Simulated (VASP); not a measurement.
A run of VASP 6.6.1 is set up as follows.

File INCAR:

```
SYSTEM = PbS
  ALGO = Normal
  EDIFF = 1E-8
  ENCUT = 520
  GGA = PS
  ISIF = 2
  ISMEAR = -1
  LASPH = .TRUE.
  LCHARG = .FALSE.
  LEFG = .TRUE.
  LREAL = .FALSE.
  LWAVE = .FALSE.
  NBANDS = 28
  NELM = 60
  PREC = Accurate
  SIGMA = 0.01
```

Contents of KPOINTS:

```
k-points
0
G
  7 7 3
  0 0 0
```

The input POSCAR:

```
PbS
1.0
    2.8970000000     -2.8558925000      0.0006075000
    2.9840000000      2.9441075000      0.0876075000
   -0.9044106500      0.1594386000     11.6930892500
Pb S
2 2
Direct
    0.7756000000      0.7756000000      0.6363800000
    0.2244000000      0.2244000000      0.3636200000
    0.2684000000      0.2684000000      0.5986000000
    0.7316000000      0.7316000000      0.4014000000
```

Potentials or basis: VASP PAW PBE potentials, release 64 (Pb_d, S).

Command:

```sh
$ cat potpaw_PBE.64/Pb_d/POTCAR potpaw_PBE.64/S/POTCAR > POTCAR
$ mpirun -np 1 vasp_std > vasp.out
```

Predict the largest force.

0.672 eV/Å.

What does it give for the band gap on the k mesh?

1.26 eV (least direct gap 1.27 eV).

Forces in eV/Å, atoms in the order of the input:
```
Pb  -0.001 -0.004 -0.672
Pb   0.001  0.004  0.672
S   -0.092 -0.088 -0.195
S    0.092  0.088  0.195
```

Caveat: the cell differs from its parent crystal (equal xy, yz and zx shear strains of +3 %); without QUAD_EFG the Cq values of the log hold for a quadrupole moment of 1 mb, not for the nuclei; the PAW data sets were made with another functional, which shifts forces and pressure a little; spin-orbit coupling is left out, which moves the levels of the heavy elements.
